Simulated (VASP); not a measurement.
# TaSi2 (P6_3/mmc) in VASP: a series of runs

TaSi2 is run at these levels: PBE; tasks: single point, relaxation of cell and atoms.

Everything below comes from runs of VASP 6.6.1. Logs are shortened: lines on timing, memory, paths and dates and some standing lists are left out, and cuts for length are marked.

### 1 The cell of the first run

Symmetry: P6_3/mmc, No. 194, hexagonal system. Conventional cell: a = 4.591 Å, b = 4.591 Å, c = 5.048 Å, α = 90.00°, β = 90.00°, γ = 120.00°. Ta (site symmetry -6m2) has 11 Si at 2.52 to 2.94 Å within 3.3 Å. Si (site symmetry -6m2) has 5 Ta at 2.52 to 2.65 Å and 6 Si at 2.94 Å within 3.3 Å. Si (site symmetry -3m) has 8 Si at 2.52 to 2.94 Å and 6 Ta at 2.94 Å within 3.3 Å.

### 2 Single point, PBE

The input, INCAR:

```
SYSTEM = TaSi2
PREC     = Accurate       ! precision mode
ENCUT    = 520            ! plane-wave cutoff, eV
EDIFF    = 1E-7           ! SCF threshold, eV
ISMEAR   = 0              ! smearing method
SIGMA    = 0.1            ! smearing width, eV
LREAL    = .FALSE.        ! projectors in reciprocal space
LASPH    = .TRUE.         ! aspherical terms in the spheres
NELM     = 100            ! most SCF steps
ALGO     = Normal         ! electronic algorithm
ISIF     = 2              ! what is computed and relaxed
LWAVE    = .FALSE.        ! write WAVECAR
LCHARG   = .FALSE.        ! write CHGCAR
GGA      = PE             ! functional
NBANDS   = 28             ! bands
```

The input, KPOINTS:

```
Automatic mesh
0
G
  12 12 8
  0 0 0
```

The input, POSCAR:

```
TaSi2
1.0
    4.5914275949      0.0000000000      0.0000000000
   -2.2957137975      3.9762929368      0.0000000000
    0.0000000000      0.0000000000      5.0482002086
Ta Si
2 4
Direct
    0.3333333333      0.6666666667      0.2500000000
    0.6666666667      0.3333333333      0.7500000000
    0.3333333333      0.6666666667      0.7500000000
    0.6666666667      0.3333333333      0.2500000000
    0.0000000000      0.0000000000      0.0000000000
    0.0000000000      0.0000000000      0.5000000000
```

Potentials or basis: VASP PAW PBE potentials, release 64 (Ta_pv, Si).

Run with:

```bash
$ cat potpaw_PBE.64/Ta_pv/POTCAR potpaw_PBE.64/Si/POTCAR > POTCAR
$ mpirun -np 1 vasp_std > vasp.out
```

OUTCAR:

```text
SYSTEM = TaSi2
   PREC = Accurate
   ENCUT = 520
   EDIFF = 1E-7
   ISMEAR = 0
   LREAL = .FALSE.
   LASPH = .TRUE.
   NELM = 100
   ISIF = 2
   GGA = PE

 ion  position               nearest neighbor table
   1  0.333  0.667  0.250-   3 2.52   3 2.52   4 2.65   4 2.65   4 2.65   5 2.94   6 2.94   6 2.94
                             5 2.94   6 2.94   5 2.94
   2  0.667  0.333  0.750-   4 2.52   4 2.52   3 2.65   3 2.65   3 2.65   5 2.94   6 2.94   5 2.94
                             6 2.94   5 2.94   6 2.94
   3  0.333  0.667  0.750-   1 2.52   1 2.52   2 2.65   2 2.65   2 2.65   5 2.94   6 2.94   6 2.94
                             5 2.94   6 2.94   5 2.94
   4  0.667  0.333  0.250-   2 2.52   2 2.52   1 2.65   1 2.65   1 2.65   5 2.94   6 2.94   5 2.94
                             6 2.94   5 2.94   6 2.94
   5  0.000  0.000  0.000-   6 2.52   6 2.52   3 2.94   4 2.94   1 2.94   2 2.94   2 2.94   4 2.94
                             1 2.94   3 2.94   2 2.94   4 2.94   1 2.94   3 2.94
   6  0.000  0.000  0.500-   5 2.52   5 2.52   3 2.94   4 2.94   1 2.94   2 2.94   2 2.94   4 2.94
                             1 2.94   3 2.94   2 2.94   4 2.94   1 2.94   3 2.94

  LATTYP: Found a hexagonal cell.
 ALAT       =     4.5914275949
 C/A-ratio  =     1.0994837889

  Lattice vectors:

 A1 = (   4.5914275949,   0.0000000000,   0.0000000000)
 A2 = (  -2.2957137975,   3.9762929368,   0.0000000000)
 A3 = (   0.0000000000,   0.0000000000,   5.0482002086)

Analysis of symmetry for initial positions (statically):
=====================================================================
 Subroutine PRICEL returns:
 Original cell was already a primitive cell.

 Routine SETGRP: Setting up the symmetry group for a
 hexagonal supercell.

 Subroutine GETGRP returns: Found 24 space group operations
 (whereof 12 operations were pure point group operations)
 out of a pool of 24 trial point group operations.

The static configuration has the point symmetry D_3d.
 The point group associated with its full space group is D_6h.

Analysis of symmetry for dynamics (positions and initial velocities):
=====================================================================
 Subroutine PRICEL returns:
 Original cell was already a primitive cell.

 Routine SETGRP: Setting up the symmetry group for a
 hexagonal supercell.

 Subroutine GETGRP returns: Found 24 space group operations
 (whereof 12 operations were pure point group operations)
 out of a pool of 24 trial point group operations.

The dynamic configuration has the point symmetry D_3d.
 The point group associated with its full space group is D_6h.

 Subroutine INISYM returns: Found 24 space group operations
 (whereof 12 operations are pure point group operations),
 and found     1 'primitive' translations

----------------------------------------------------------------------------------------

                                     Primitive cell

  volume of cell :      92.1643

  direct lattice vectors                    reciprocal lattice vectors
     4.591427595  0.000000000  0.000000000     0.217797184  0.125745263  0.000000000
    -2.295713797  3.976292937  0.000000000     0.000000000  0.251490525  0.000000000
     0.000000000  0.000000000  5.048200209     0.000000000  0.000000000  0.198090400

  length of vectors
     4.591427595  4.591427595  5.048200209     0.251490525  0.251490525  0.198090400

  position of ions in fractional coordinates (direct lattice)
     0.333333333  0.666666667  0.250000000
     0.666666667  0.333333333  0.750000000
     0.333333333  0.666666667  0.750000000
     0.666666667  0.333333333  0.250000000
     0.000000000  0.000000000  0.000000000
     0.000000000  0.000000000  0.500000000

  ion indices of the primitive-cell ions
   primitive index   ion index
                 1           1
                 2           2
                 3           3
                 4           4
                 5           5
                 6           6

----------------------------------------------------------------------------------------

 KPOINTS: Automatic mesh

Automatic generation of k-mesh.
 Grid dimensions read from file:
 generate k-points for:   12   12    8

 Generating k-lattice:

  Cartesian coordinates                     Fractional coordinates (reciprocal lattice)
     0.018149765  0.010478772  0.000000000     0.083333333  0.000000000  0.000000000
     0.000000000  0.020957544  0.000000000     0.000000000  0.083333333  0.000000000
     0.000000000  0.000000000  0.024761300     0.000000000  0.000000000  0.125000000

  Length of vectors
     0.020957544  0.020957544  0.024761300

  Shift w.r.t. Gamma in fractional coordinates (k-lattice)
     0.000000000  0.000000000  0.000000000

 Subroutine IBZKPT returns following result:
 ===========================================

 Found     95 irreducible k-points:

 Following reciprocal coordinates:
            Coordinates               Weight
[... 39 lines left out ...]
   NELECT =      38.0000    total number of electrons
   NUPDOWN=      -1.0000    fix difference up-down
   EMIN   =  10.00;   EMAX   =-10.00  energy-range for DOS
   EFERMI =   0.00;   METHOD = LEGACY
   ISMEAR =     0;   SIGMA  =   0.10  broadening in eV -4-tet -1-fermi 0-gaus
   EFERMI_NEDOS =   21; number of points for ismear=-14 and -15
   IALGO  =     38    algorithm
   IMIX   =      4    mixing-type and parameters
     AMIX     =   0.40;   BMIX     =  1.00
     AMIX_MAG =   1.60;   BMIX_MAG =  1.00
  volume/ion in A,a.u.               =      15.36       103.66
  Fermi-wavevector in a.u.,A,eV,Ry     =   1.218471  2.302576 20.200177  1.484671
  Thomas-Fermi vector in A             =   2.353756
   LORBIT       =      0    0 simple, 1 ext, 2 COOP (PROOUT), +10 PAW based schemes
   GGA     = PE    functional components
   LHFCALC =     F    Hartree Fock is set to
   AEXX    =    0.0000 exact exchange contribution
   IVDW    =     0    specifies the selected vdW correction
   LEPSILON=     F    determine dielectric tensor
   LRPA    =     F    only Hartree local field effects (RPA)
 non-spin polarized calculation
 Gauss-broadening in eV      SIGMA  =   0.10
  energy-cutoff  :      520.00
  volume of cell :       92.16
 maximum number of plane-waves:      2557
 NGX is ok and might be reduce to    36
   NGX = 17   NGY = 17   NGZ = 19

 number of electron      38.0000006 magnetization

 Free energy of the ion-electron system (eV)
  ---------------------------------------------------
  ext. energy  EPLUGINS =         0.00000000
  ---------------------------------------------------
  free energy    TOTEN  =       -44.54358332 eV

  energy without entropy =      -44.52788627  energy(sigma->0) =      -44.53573480

 E-fermi :   8.7625     XC(G=0): -11.8026

 val. band max:        8.7388523114   @ k =   0.3333   0.0000   0.1250
 cond. band min:       8.7666581129   @ k =   0.1667  -0.0000   0.1250
 fundamental gap:      0.0278058015
 Fermi energy:         8.7625074432

 k-point     1 :       0.0000    0.0000    0.0000
  band No.  band energies     occupation
      1     -26.0140      2.00000
      2     -25.9134      2.00000
      3     -25.8234      2.00000
      4     -25.8234      2.00000
      5     -25.7782      2.00000
      6     -25.7782      2.00000
[... 20 lines left out ...]
     27      12.4807      0.00000
     28      14.0676      0.00000

 k-point     2 :       0.0833    0.0000    0.0000
  band No.  band energies     occupation
      1     -26.0125      2.00000
      2     -25.9149      2.00000
      3     -25.8242      2.00000
      4     -25.8237      2.00000
      5     -25.7794      2.00000
      6     -25.7778      2.00000
[... 20 lines left out ...]
     27      12.7582      0.00000
     28      14.0673      0.00000

 k-point     3 :       0.1667   -0.0000    0.0000
  band No.  band energies     occupation
      1     -26.0079      2.00000
      2     -25.9192      2.00000
      3     -25.8262      2.00000
      4     -25.8244      2.00000
      5     -25.7826      2.00000
      6     -25.7767      2.00000
[... 616 lines left out ...]
      3     -25.8267      2.00000
      4     -25.8230      2.00000
      5     -25.7873      2.00000
      6     -25.7774      2.00000
[... 20 lines left out ...]
     27      13.1386      0.00000
     28      14.0850      0.00000

 k-point    24 :       0.3333    0.0000    0.1250
  band No.  band energies     occupation
      1     -25.9919      2.00000
      2     -25.9386      2.00000
      3     -25.8291      2.00000
      4     -25.8236      2.00000
      5     -25.7911      2.00000
      6     -25.7763      2.00000
[... 20 lines left out ...]
     27      13.0647      0.00000
     28      14.1410      0.00000

 [... further k-points ...]

------------------------ aborting loop because EDIFF is reached ----------------------------------------

  FORCE on cell =-STRESS in cart. coord.  units (eV):
  Direction    XX          YY          ZZ          XY          YZ          ZX
  --------------------------------------------------------------------------------------
  -------------------------------------------------------------------------------------
  Total        0.0425603      0.0425603      0.0520250     -0.0000000      0.0000000      0.0000000
  in kB        0.7398649      0.7398649      0.9043982     -0.0000000      0.0000000      0.0000000
  external PRESSURE =       0.7947093 kB  Pullay stress =       0.0000000 kB

 VOLUME and BASIS-vectors are now :
 -----------------------------------------------------------------------------
  energy-cutoff  :      520.00
  volume of cell :       92.16
      direct lattice vectors                 reciprocal lattice vectors
     4.591427595  0.000000000  0.000000000     0.217797184  0.125745263  0.000000000
    -2.295713797  3.976292937  0.000000000     0.000000000  0.251490525  0.000000000
     0.000000000  0.000000000  5.048200209     0.000000000  0.000000000  0.198090400

 POSITION                                       TOTAL-FORCE (eV/Angst)
 -----------------------------------------------------------------------------------
     -0.00000      2.65086      1.26205        -0.000000      0.000000      0.000000
      2.29571      1.32543      3.78615         0.000000     -0.000000      0.000000
     -0.00000      2.65086      3.78615        -0.000000      0.000000      0.000000
      2.29571      1.32543      1.26205        -0.000000     -0.000000      0.000000
      0.00000      0.00000      0.00000        -0.000000     -0.000000      0.000000
      0.00000      0.00000      2.52410        -0.000000     -0.000000      0.000000
 -----------------------------------------------------------------------------------
    total drift:                                0.000000     -0.000000      0.000000

  FREE ENERGIE OF THE ION-ELECTRON SYSTEM (eV)
  ---------------------------------------------------
  free  energy   TOTEN  =       -44.5435833195 eV

  energy  without entropy=      -44.5278862726  energy(sigma->0) =      -44.53573480
```

Run time: 3.5 min. Hardware: 1 thread of Intel Xeon 6975P-C, shared host; peak memory 0.36 GiB.

Results:

```
Free energy            : -44.5436 eV
Pressure               : 0.1 GPa
Band gap on the k mesh : zero (band 19 reaches 9.44 eV, above the bottom of band 20 at 8.01 eV)
```

Caveat: spin-orbit coupling is left out, which moves the levels of the heavy elements.

### 3 Relaxation of cell and atoms, PBE

This run uses another cell than the first one, of 16.72 Å³/atom, 1.089 times its volume.

The input, INCAR:

```
  ALGO = Normal
  EDIFF = 1E-6
  EDIFFG = -0.04
  ENCUT = 600
  GGA = PE
  IBRION = 2
  ISIF = 3
  ISMEAR = 0
  LASPH = T
  LCHARG = F
  LREAL = F
  LWAVE = F
  NELM = 80
  NSW = 90
  PREC = Accurate
  SIGMA = 0.1
```

The input, KPOINTS:

```
k-points
0
Gamma
  6 6 4
```

The input, POSCAR:

```
TaSi2
1.0
    4.5280143000      0.0000000000      0.0000000000
   -2.2640071500      3.9213754100      0.0000000000
    0.0000000000      0.0000000000      5.6514435800
Ta Si
2 4
Direct
    0.3333333300      0.6666666700      0.2500000000
    0.6666666700      0.3333333300      0.7500000000
    0.3333333300      0.6666666700      0.7500000000
    0.6666666700      0.3333333300      0.2500000000
    0.0000000000      0.0000000000      0.0000000000
    0.0000000000      0.0000000000      0.5000000000
```

Potentials or basis: VASP PAW PBE potentials, release 64 (Ta_pv, Si).

Run with:

```bash
$ cat potpaw_PBE.64/Ta_pv/POTCAR potpaw_PBE.64/Si/POTCAR > POTCAR
$ mpirun -np 1 vasp_std > vasp.out
```

Run time: 5.3 min. Hardware: 1 thread of Intel Xeon 6975P-C, shared host; peak memory 0.28 GiB.

Results (log left out):

| Quantity | Value |
| --- | --- |
| Free energy | -44.5121 eV |
| Relaxed volume | 15.35 Å³/atom |
| Relaxed cell | a = 4.599 Å, b = 4.599 Å, c = 5.027 Å, α = 90.00°, β = 90.00°, γ = 120.00° |
| Space group after relaxing (to 0.05 Å) | P6_3/mmc (No. 194) |
| Energy gained by relaxing | 160.8 meV/atom |
| Ionic steps | 7 |
| Pressure after relaxing | 0.1 GPa |
| Band gap on the k mesh | zero (band 19 reaches 9.38 eV, above the bottom of band 20 at 8.01 eV) |

Stress tensor (GPa, compression positive):
```
 0.27  0.00  0.00
 0.00  0.27  0.00
 0.00  0.00 -0.35
```

Step by step:
```csv
step,energy change (eV),largest force (eV/Å),pressure (GPa),volume (Å³)
1,0.0000,0.0000,-9.27,100.35
2,-0.7509,0.0000,9.74,86.65
3,-0.7781,0.0000,5.77,88.52
4,-0.8544,0.0000,3.93,90.78
5,-0.9370,0.0000,4.00,89.91
6,-0.9386,0.0000,-3.37,94.30
7,-0.9648,0.0000,0.06,92.08
```

Final structure:
```yaml
crystal:
  lattice:
    - [4.59889, 0.00000, 0.00000]
    - [-2.29945, 3.98276, 0.00000]
    - [0.00000, 0.00000, 5.02749]
  atoms:
    - { symbol: Ta, position: [0.33333, 0.66667, 0.25000] }
    - { symbol: Ta, position: [0.66667, 0.33333, 0.75000] }
    - { symbol: Si, position: [0.33333, 0.66667, 0.75000] }
    - { symbol: Si, position: [0.66667, 0.33333, 0.25000] }
    - { symbol: Si, position: [0.00000, 0.00000, 0.00000] }
    - { symbol: Si, position: [0.00000, 0.00000, 0.50000] }
```

Levels at points of the mesh, in eV from the Fermi level:
| k point | band 15 | band 16 | band 17 | band 18 | band 19 | band 20 | band 21 | band 22 | band 23 |
| --- | --- | --- | --- | --- | --- | --- | --- | --- | --- |
| (0.00, 0.00, 0.00) | -3.46 | -1.94 | -1.94 | -1.11 | -1.11 | 0.95 | 1.42 | 1.52 | 1.76 |
| (0.50, 0.00, 0.00) | -2.86 | -2.51 | -1.51 | -1.25 | -0.20 | 0.88 | 1.18 | 1.18 | 1.61 |
| (0.00, 0.00, 0.50) | -3.86 | -3.86 | -0.73 | -0.73 | -0.73 | -0.73 | 1.62 | 1.62 | 1.62 |
| (0.50, 0.00, 0.50) | -2.19 | -2.19 | -1.05 | -1.05 | 0.01 | 0.01 | 2.12 | 2.12 | 2.63 |

Caveat: spin-orbit coupling is left out, which moves the levels of the heavy elements.

### 4 Relaxation of cell and atoms, PBE

The input, INCAR:

```
  ALGO = Normal
  EDIFF = 1E-6
  EDIFFG = -0.01
  ENCUT = 600
  GGA = PE
  IBRION = 2
  ISIF = 3
  ISMEAR = 0
  LASPH = True
  LCHARG = False
  LREAL = False
  LWAVE = False
  NELM = 60
  NSW = 100
  PREC = Accurate
  SIGMA = 0.1
```

The input, KPOINTS:

```
k-points
0
Gamma
  12 12 8
```

The input, POSCAR:

```
TaSi2
1.0
    4.6039895850      0.0000000000      0.0000000000
   -2.3019947925      3.9871719394      0.0000000000
    0.0000000000      0.0000000000      5.0189802817
Ta Si
2 4
Direct
    0.3333333333      0.6666666667      0.2500000000
    0.6666666667      0.3333333333      0.7500000000
    0.3333333333      0.6666666667      0.7500000000
    0.6666666667      0.3333333333      0.2500000000
    0.0000000000      0.0000000000      0.0000000000
    0.0000000000      0.0000000000      0.5000000000
```

Run with:

```bash
$ cat potpaw_PBE.64/Ta_pv/POTCAR potpaw_PBE.64/Si/POTCAR > POTCAR
$ mpirun -np 1 vasp_std > vasp.out
```

Wall time 12 min (1 thread of Intel Xeon 6975P-C, shared host); peak memory 0.41 GiB.

It converged, with:

```
Free energy                            : -44.5447 eV
Relaxed volume                         : 15.37 Å³/atom
Relaxed cell                           : a = 4.592 Å, b = 4.592 Å, c = 5.049 Å, α = 90.00°, β = 90.00°, γ = 120.00°
Space group after relaxing (to 0.05 Å) : P6_3/mmc (No. 194)
Energy gained by relaxing              : 0.8 meV/atom
Ionic steps                            : 5
Pressure after relaxing                : 0.0 GPa
Band gap on the k mesh                 : zero (band 19 reaches 9.43 eV, above the bottom of band 20 at 8.00 eV)
```

The path:
| step | energy change (eV) | largest force (eV/Å) | pressure (GPa) | volume (Å³) |
| --- | --- | --- | --- | --- |
| 1 | 0.0000 | 0.0000 | 0.35 | 92.13 |
| 2 | -0.0025 | 0.0000 | -0.67 | 92.58 |
| 3 | -0.0046 | 0.0000 | -0.27 | 92.40 |
| 4 | -0.0046 | 0.0000 | 0.19 | 92.10 |
| 5 | -0.0047 | 0.0000 | 0.00 | 92.22 |

Final structure:
```xyz
6
Lattice="4.5924 0.0000 0.0000 -2.2962 3.9771 0.0000 0.0000 0.0000 5.0492" Properties=species:S:1:pos:R:3 pbc="T T T"
Ta    0.0000    2.6514    1.2623
Ta    2.2962    1.3257    3.7869
Si    0.0000    2.6514    3.7869
Si    2.2962    1.3257    1.2623
Si    0.0000    0.0000    5.0492
Si    0.0000    0.0000    2.5246
```

Levels at points of the mesh, in eV from the Fermi level:
| k point | band 17 | band 18 | band 19 | band 20 | band 21 | band 22 |
| --- | --- | --- | --- | --- | --- | --- |
| (0.00, 0.00, 0.00) | -1.85 | -1.03 | -1.03 | 1.01 | 1.51 | 1.60 |
| (0.50, 0.00, 0.00) | -1.42 | -1.16 | -0.13 | 0.95 | 1.24 | 1.27 |
| (0.00, 0.00, 0.50) | -0.62 | -0.62 | -0.62 | -0.62 | 1.67 | 1.67 |
| (0.50, 0.00, 0.50) | -0.97 | -0.97 | 0.07 | 0.07 | 2.17 | 2.17 |

Caveat: spin-orbit coupling is left out, which moves the levels of the heavy elements.

### 5 The runs side by side

```tsv
task	cell	k mesh	cutoff (eV)	gap on the mesh (eV)	pressure (GPa)	relaxed volume (Å³/atom)
single point	a = 4.591, b = 4.591, c = 5.048 Å, angles 90.0, 90.0, 120.0°, 6 atoms	12 × 12 × 8	520	none	0.1	-
relaxation of cell and atoms	relaxed from a = 4.528, b = 4.528, c = 5.651 Å, angles 90.0, 90.0, 120.0°, 6 atoms	6 × 6 × 4	600	none	0.1	15.35
relaxation of cell and atoms	relaxed from a = 4.604, b = 4.604, c = 5.019 Å, angles 90.0, 90.0, 120.0°, 6 atoms	12 × 12 × 8	600	none	0.0	15.37
```

Alike in all rows: level PBE; potentials or basis VASP PAW PBE potentials, release 64 (Ta_pv, Si); no spin polarisation; smearing gaussian 0.1 eV.

Caveats: spin-orbit coupling is left out, which moves the levels of the heavy elements.

Total energies depend on the potentials used, so only differences within one code and one set of settings carry meaning.
